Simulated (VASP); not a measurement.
# B (Pmma) in VASP: relaxation of cell and atoms with PBE

Aim: the relaxation of cell and atoms of B with PBE.

Everything below comes from runs of VASP 6.6.1. Logs are shortened: lines on timing, memory, paths and dates and some standing lists are left out, and cuts for length are marked.

**1. The cell of the first run**

It takes space group Pmma (No. 51, orthorhombic). The conventional cell has a = 5.234 Å, b = 4.513 Å, c = 3.036 Å, α = 90.00°, β = 90.00°, γ = 90.00°. Within 2.3 Å of B (site symmetry m) lie 5 B at 1.70 to 1.76 Å. B (site symmetry 2) has 3 B at 1.61 to 1.70 Å within 2.1 Å.

The cell was generated, and may not be a known phase.

**2. Relaxation of cell and atoms, PBE**

The input, INCAR:

```
  PREC = Accurate
  ENCUT = 600
  EDIFF = 1E-7
  ISMEAR = 0
  SIGMA = 0.1
  LREAL = False
  LASPH = True
  NELM = 80
  ALGO = Normal
  ISIF = 3
  LWAVE = False
  LCHARG = False
  GGA = PE
  IBRION = 2
  NSW = 100
  EDIFFG = -0.01
```

The input, KPOINTS:

```
Automatic mesh
0
Gamma
  8 8 12
```

The input, POSCAR:

```
B
1.0
    5.2344923441      0.0000000000      0.0000000000
    0.0000000000      4.5127456868      0.0000000000
    0.0000000000      0.0000000000      3.0358022632
B
8
Direct
    0.4167582933      0.0000000000      0.7484469838
    0.0832417067      0.0000000000      0.7484469838
    0.5832417067      0.0000000000      0.2515530162
    0.9167582933      0.0000000000      0.2515530162
    0.0000000000      0.3216598181      0.0000000000
    0.5000000000      0.6783401819      0.0000000000
    0.0000000000      0.6783401819      0.0000000000
    0.5000000000      0.3216598181      0.0000000000
```

Potentials or basis: VASP PAW PBE potentials, release 64 (B).

On the command line:

```bash
$ cat potpaw_PBE.64/B/POTCAR > POTCAR
$ mpirun -np 1 vasp_std > vasp.out
```

OUTCAR:

```text
PREC = Accurate
   ENCUT = 600
   EDIFF = 1E-7
   ISMEAR = 0
   LREAL = False
   LASPH = True
   NELM = 80
   ISIF = 3
   GGA = PE
   IBRION = 2
   NSW = 100
   EDIFFG = -0.01

 ion  position               nearest neighbor table
   1  0.417  0.000  0.748-   6 1.70   8 1.70   3 1.74   2 1.75   3 1.76
   2  0.083  0.000  0.748-   5 1.70   7 1.70   4 1.74   1 1.75   4 1.76
   3  0.583  0.000  0.252-   6 1.70   8 1.70   1 1.74   4 1.75   1 1.76
   4  0.917  0.000  0.252-   5 1.70   7 1.70   2 1.74   3 1.75   2 1.76
   5  0.000  0.322  0.000-   7 1.61   4 1.70   2 1.70
   6  0.500  0.678  0.000-   8 1.61   3 1.70   1 1.70
   7  0.000  0.678  0.000-   5 1.61   4 1.70   2 1.70
   8  0.500  0.322  0.000-   6 1.61   3 1.70   1 1.70

  LATTYP: Found a simple orthorhombic cell.
 ALAT       =     3.0358022632
 B/A-ratio  =     1.4865084401
 C/A-ratio  =     1.7242533901

  Lattice vectors:

 A1 = (   0.0000000000,   0.0000000000,  -3.0358022632)
 A2 = (   0.0000000000,   4.5127456868,   0.0000000000)
 A3 = (   5.2344923441,   0.0000000000,   0.0000000000)

Analysis of symmetry for initial positions (statically):
=====================================================================
 Subroutine PRICEL returns:
 Original cell was already a primitive cell.

 Routine SETGRP: Setting up the symmetry group for a
 simple orthorhombic supercell.

 Subroutine GETGRP returns: Found  8 space group operations
 (whereof  4 operations were pure point group operations)
 out of a pool of  8 trial point group operations.

The static configuration has the point symmetry C_2h.
 The point group associated with its full space group is D_2h.

Analysis of symmetry for dynamics (positions and initial velocities):
=====================================================================
 Subroutine PRICEL returns:
 Original cell was already a primitive cell.

 Routine SETGRP: Setting up the symmetry group for a
 simple orthorhombic supercell.

 Subroutine GETGRP returns: Found  8 space group operations
 (whereof  4 operations were pure point group operations)
 out of a pool of  8 trial point group operations.

The dynamic configuration has the point symmetry C_2h.
 The point group associated with its full space group is D_2h.

 Subroutine INISYM returns: Found  8 space group operations
 (whereof  4 operations are pure point group operations),
 and found     1 'primitive' translations

----------------------------------------------------------------------------------------

                                     Primitive cell

  volume of cell :      71.7115

  direct lattice vectors                    reciprocal lattice vectors
     5.234492344  0.000000000  0.000000000     0.191040493  0.000000000  0.000000000
     0.000000000  4.512745687  0.000000000     0.000000000  0.221594583  0.000000000
     0.000000000  0.000000000  3.035802263     0.000000000  0.000000000  0.329402218

  length of vectors
     5.234492344  4.512745687  3.035802263     0.191040493  0.221594583  0.329402218

  position of ions in fractional coordinates (direct lattice)
     0.416758293  0.000000000  0.748446984
     0.083241707  0.000000000  0.748446984
     0.583241707  0.000000000  0.251553016
     0.916758293  0.000000000  0.251553016
     0.000000000  0.321659818  0.000000000
     0.500000000  0.678340182  0.000000000
     0.000000000  0.678340182  0.000000000
     0.500000000  0.321659818  0.000000000

  ion indices of the primitive-cell ions
   primitive index   ion index
                 1           1
                 2           2
                 3           3
                 4           4
                 5           5
                 6           6
                 7           7
                 8           8

----------------------------------------------------------------------------------------

 KPOINTS: Automatic mesh

Automatic generation of k-mesh.
 Grid dimensions read from file:
 generate k-points for:    8    8   12

 Generating k-lattice:

  Cartesian coordinates                     Fractional coordinates (reciprocal lattice)
     0.023880062  0.000000000  0.000000000     0.125000000  0.000000000  0.000000000
     0.000000000  0.027699323  0.000000000     0.000000000  0.125000000  0.000000000
     0.000000000  0.000000000  0.027450185     0.000000000  0.000000000  0.083333333

  Length of vectors
     0.023880062  0.027699323  0.027450185

  Shift w.r.t. Gamma in fractional coordinates (k-lattice)
     0.000000000  0.000000000  0.000000000

 Subroutine IBZKPT returns following result:
 ===========================================

 Found    175 irreducible k-points:

 Following reciprocal coordinates:
            Coordinates               Weight
  0.000000  0.000000  0.000000      1.000000
  0.125000  0.000000  0.000000      2.000000
  0.250000  0.000000  0.000000      2.000000
  0.375000  0.000000  0.000000      2.000000
  0.500000  0.000000  0.000000      1.000000
  0.000000  0.125000  0.000000      2.000000
[... 16 lines left out ...]
  0.250000  0.500000  0.000000      2.000000
  0.375000  0.500000  0.000000      2.000000
 [... further k-points ...]
   k-points           NKPTS =    175   k-points in BZ     NKDIM =    175   number of bands    NBANDS=     17
   number of dos      NEDOS =    301   number of ions     NIONS =      8
   total plane-waves  NPLWV =  36288
   dimension x,y,z NGX =    42 NGY =   36 NGZ =   24
   dimension x,y,z NGXF=    84 NGYF=   72 NGZF=   48
   ions per type =               8
   NGX,Y,Z   is equivalent  to a cutoff of  13.34, 13.26, 13.14 a.u.
   NGXF,Y,Z  is equivalent  to a cutoff of  26.68, 26.52, 26.29 a.u.
 SYSTEM =  unknown system
   PREC   = accura    normal or accurate (medium, high low for compatibility)
   ISTART =      0    job   : 0-new  1-cont  2-samecut
   ICHARG =      2    charge: 1-file 2-atom 10-const
   ISPIN  =      1    spin polarized calculation?
   LNONCOLLINEAR =      F non collinear calculations
   LSORBIT =      F    spin-orbit coupling
   LASPH  =      T    aspherical Exc in radial PAW
   ENCUT  =  600.0 eV  44.10 Ry    6.64 a.u.  10.45  9.01  6.06*2*pi/ulx,y,z
   NELM   =     80;   NELMIN=  2; NELMDL= -5     # of ELM steps
   EDIFF  = 0.1E-06   stopping-criterion for ELM
   LREAL  =      F    real-space projection
   EDIFFG = -.1E-01   stopping-criterion for IOM
   NSW    =    100    number of steps for IOM
   IBRION =      2    ionic relax: 0-MD 1-quasi-New 2-CG
   NFREE  =      1    steps in history (QN), initial steepest desc. (CG)
   ISIF   =      3    stress and relaxation
   ISYM   =      2    0-nonsym 1-usesym 2-fastsym
   POTIM  = 0.5000    time-step for ionic-motion
   TEBEG  =    0.0;   TEEND  =   0.0 temperature during run
   PSTRESS=    0.0 pullay stress
   NELECT =      24.0000    total number of electrons
   NUPDOWN=      -1.0000    fix difference up-down
   EMIN   =  10.00;   EMAX   =-10.00  energy-range for DOS
   EFERMI =   0.00;   METHOD = LEGACY
   ISMEAR =     0;   SIGMA  =   0.10  broadening in eV -4-tet -1-fermi 0-gaus
   EFERMI_NEDOS =   21; number of points for ismear=-14 and -15
   IALGO  =     38    algorithm
   IMIX   =      4    mixing-type and parameters
     AMIX     =   0.40;   BMIX     =  1.00
     AMIX_MAG =   1.60;   BMIX_MAG =  1.00
  volume/ion in A,a.u.               =       8.96        60.49
  Fermi-wavevector in a.u.,A,eV,Ry     =   1.136621  2.147902 17.577460  1.291907
  Thomas-Fermi vector in A             =   2.273326
   LORBIT       =      0    0 simple, 1 ext, 2 COOP (PROOUT), +10 PAW based schemes
   GGA     = PE    functional components
   LHFCALC =     F    Hartree Fock is set to
   AEXX    =    0.0000 exact exchange contribution
   IVDW    =     0    specifies the selected vdW correction
   LEPSILON=     F    determine dielectric tensor
   LRPA    =     F    only Hartree local field effects (RPA)
 conjugate gradient relaxation of ions
 non-spin polarized calculation
 Gauss-broadening in eV      SIGMA  =   0.10
  energy-cutoff  :      600.00
  volume of cell :       71.71
 maximum number of plane-waves:      2416
 NGX is ok and might be reduce to    42
   NGX = 21   NGY = 19   NGZ = 13

--------------------------------------- Ionic step        1  -------------------------------------------

 number of electron      23.9999998 magnetization

 Free energy of the ion-electron system (eV)
  ---------------------------------------------------
  ext. energy  EPLUGINS =         0.00000000
  ---------------------------------------------------
  free energy    TOTEN  =       -48.79383803 eV

  energy without entropy =      -48.78607373  energy(sigma->0) =      -48.78995588

------------------------ aborting loop because EDIFF is reached ----------------------------------------

  FORCE on cell =-STRESS in cart. coord.  units (eV):
  Direction    XX          YY          ZZ          XY          YZ          ZX
  --------------------------------------------------------------------------------------
  -------------------------------------------------------------------------------------
  Total        0.2969537     -0.3112215     -0.0639261      0.0000000      0.0000000      0.0000000
  in kB        6.6345343     -6.9533042     -1.4282360      0.0000000      0.0000000      0.0000000
  external PRESSURE =      -0.5823353 kB  Pullay stress =       0.0000000 kB
[... 279 lines left out ...]
  energy  without entropy=      -48.7868567959  energy(sigma->0) =      -48.79083537

--------------------------------------- Ionic step        8  -------------------------------------------

 number of electron      23.9999998 magnetization

 Free energy of the ion-electron system (eV)
  ---------------------------------------------------
  ext. energy  EPLUGINS =         0.00000000
  ---------------------------------------------------
  free energy    TOTEN  =       -48.79488167 eV

  energy without entropy =      -48.78689144  energy(sigma->0) =      -48.79088655

 E-fermi :   4.0245     XC(G=0): -10.6140

 val. band max:        4.0228069413   @ k =   0.0000   0.0000   0.0000
 cond. band min:       4.0356091219   @ k =   0.3750   0.1250   0.2500
 fundamental gap:      0.0128021806
 Fermi energy:         4.0245228176

 k-point     1 :       0.0000    0.0000    0.0000
  band No.  band energies     occupation
      1      -9.9879      2.00000
      2      -7.0053      2.00000
      3      -4.1911      2.00000
      4      -4.1789      2.00000
      5      -3.7417      2.00000
      6      -1.5891      2.00000
[... 9 lines left out ...]
     16       7.5191      0.00000
     17       7.8791      0.00000
[... 443 lines left out ...]
      1      -8.9572      2.00000
      2      -8.0342      2.00000
      3      -6.2644      2.00000
      4      -5.2715      2.00000
      5      -1.2648      2.00000
      6       0.0432      2.00000
[... 9 lines left out ...]
     16       7.0445      0.00000
     17       8.3613      0.00000

 [... further k-points ...]
[... 5 lines left out ...]
  --------------------------------------------------------------------------------------
  -------------------------------------------------------------------------------------
  Total       -0.0294861      0.0248131     -0.0483206      0.0000000      0.0000000      0.0000000
  in kB       -0.6580937      0.5537990     -1.0784565      0.0000000      0.0000000      0.0000000
  external PRESSURE =      -0.3942504 kB  Pullay stress =       0.0000000 kB
[... 23 lines left out ...]
  FREE ENERGIE OF THE ION-ELECTRON SYSTEM (eV)
  ---------------------------------------------------
  free  energy   TOTEN  =       -48.7948816657 eV

  energy  without entropy=      -48.7868914396  energy(sigma->0) =      -48.79088655

 reached required accuracy - stopping structural energy minimisation
```

Wall time 21 min (1 thread of AMD EPYC 7R13, shared host); peak memory 0.32 GiB.

Results:

```yaml
Free_energy: -48.7949 eV
Relaxed_volume: 8.97 Å³/atom
Relaxed_cell: a = 5.254 Å, b = 4.509 Å, c = 3.030 Å, α = 90.00°, β = 90.00°, γ = 90.00°
Space_group_after_relaxing_to_0.1_Å: Pmma (No. 51)
Energy_gained_by_relaxing: 0.1 meV/atom
Ionic_steps: 8
Pressure_after_relaxing: 0.0 GPa
Largest_force_after_relaxing: 0.005 eV/Å
Band_gap_on_the_k_mesh: zero (bands 12 and 13 overlap by 3.23 eV)
```

Forces on the atoms (eV/Å):
```
B    0.000  0.000  0.005
B    0.000  0.000  0.005
B    0.000  0.000 -0.005
B    0.000  0.000 -0.005
B    0.000  0.002  0.000
B    0.000 -0.002  0.000
B    0.000 -0.002  0.000
B    0.000  0.002  0.000
```

The path:
| step | energy change (eV) | largest force (eV/Å) | pressure (GPa) | volume (Å³) |
| --- | --- | --- | --- | --- |
| 1 | 0.0000 | 0.0603 | -0.06 | 71.71 |
| 2 | -0.0001 | 0.1102 | 0.34 | 71.68 |
| 3 | -0.0006 | 0.0311 | 0.15 | 71.69 |
| 4 | -0.0008 | 0.0317 | 0.04 | 71.77 |
| 5 | -0.0008 | 0.0279 | 0.05 | 71.76 |
| 6 | -0.0010 | 0.0078 | -0.13 | 71.83 |
| 7 | -0.0010 | 0.0076 | -0.16 | 71.84 |
| 8 | -0.0010 | 0.0049 | -0.04 | 71.79 |

Final structure:
```
CELL_PARAMETERS angstrom
5.25437 0.00000 0.00000
0.00000 4.50931 0.00000
0.00000 0.00000 3.02977
ATOMIC_POSITIONS crystal
B 0.41636 0.00000 0.74905
B 0.08364 0.00000 0.74905
B 0.58364 0.00000 0.25095
B 0.91636 0.00000 0.25095
B 0.00000 0.32181 0.00000
B 0.50000 0.67819 0.00000
B 0.00000 0.67819 0.00000
B 0.50000 0.32181 0.00000
```

Levels at points of the mesh, in eV from the Fermi level:
```tsv
k point	band 10	band 11	band 12	band 13	band 14	band 15
(0.00, 0.00, 0.00)	-0.79	-0.40	0.00	0.27	1.39	2.86
(0.50, 0.00, 0.00)	-1.84	0.60	0.60	1.39	1.39	2.07
(0.00, 0.50, 0.00)	-0.44	0.28	0.31	1.32	2.01	3.57
(0.50, 0.50, 0.00)	-1.68	-0.97	-0.97	1.29	1.29	2.70
(0.00, 0.00, 0.50)	-3.71	-3.40	-0.68	-0.47	0.72	1.56
(0.50, 0.00, 0.50)	-3.11	-1.97	-1.97	0.20	0.20	1.66
(0.00, 0.50, 0.50)	-3.39	-2.98	-2.84	-1.97	4.33	4.93
(0.50, 0.50, 0.50)	-2.87	-2.65	-2.65	0.64	0.64	3.25
```
